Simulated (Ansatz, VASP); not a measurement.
# Rb in VASP and in Ansatz

Contents of INCAR:

```
SYSTEM = Rb
ALGO     = Normal         ! electronic algorithm
EDIFF    = 1E-6           ! SCF threshold, eV
ENCUT    = 520            ! plane-wave cutoff, eV
GGA      = PE             ! functional
ISIF     = 2              ! what is computed and relaxed
ISMEAR   = 0              ! smearing method
LASPH    = .TRUE.         ! aspherical terms in the spheres
LCHARG   = .FALSE.        ! write CHGCAR
LREAL    = .FALSE.        ! projectors in reciprocal space
LWAVE    = .FALSE.        ! write WAVECAR
NBANDS   = 10             ! bands
NELM     = 100            ! most SCF steps
PREC     = Accurate       ! precision mode
SIGMA    = 0.1            ! smearing width, eV
```

Contents of KPOINTS:

```
k-points
0
G
  10 10 10
  0 0 0
```

The input POSCAR:

```
Rb
1.0
   -2.7882460358      2.7882460358      2.7882460358
    2.7882460358     -2.7882460358      2.7882460358
    2.7882460358      2.7882460358     -2.7882460358
Rb
1
Direct
    0.0000000000      0.0000000000      0.0000000000
```

Input for Ansatz:

```yaml
crystal:
  lattice:
    - [-2.7882460358, 2.7882460358, 2.7882460358]
    - [2.7882460358, -2.7882460358, 2.7882460358]
    - [2.7882460358, 2.7882460358, -2.7882460358]
  atoms:
    - { symbol: Rb, position: [0.0, 0.0, 0.0] }
basis: {}
kpoints:
  mp_grid: { grid: [10, 10, 10] }
hamiltonian:
  xc: pbe
  pseudopotentials: { kind: all_electron, lapw: {} }
scf:
  occupations: { method: gaussian, width: 0.1 }
output:
  forces: true
  stress: true
  eigenvalues: true
```

Alike in both runs: task single point; functional PBE; k mesh 10 × 10 × 10; occupations gaussian, width 0.1 eV; no spin polarisation.

|  | VASP | Ansatz |
| --- | --- | --- |
| version | VASP 6.6.1 | Ansatz 0.2.0 |
| potentials or method | VASP PAW PBE potentials, release 64 (Rb_sv), cutoff 520 eV | scalar-relativistic, all-electron LAPW |

|  | VASP | Ansatz | Ansatz less VASP |
| --- | --- | --- | --- |
| gap on the k mesh at the Fermi level (eV) | none | none | - |
| pressure (GPa) | 0.2 | 0.2 | 0.00 |

A gap of «none» marks a metal or a gap that the smearing closes. Ansatz ran all-electron here, and VASP with PAW potentials.
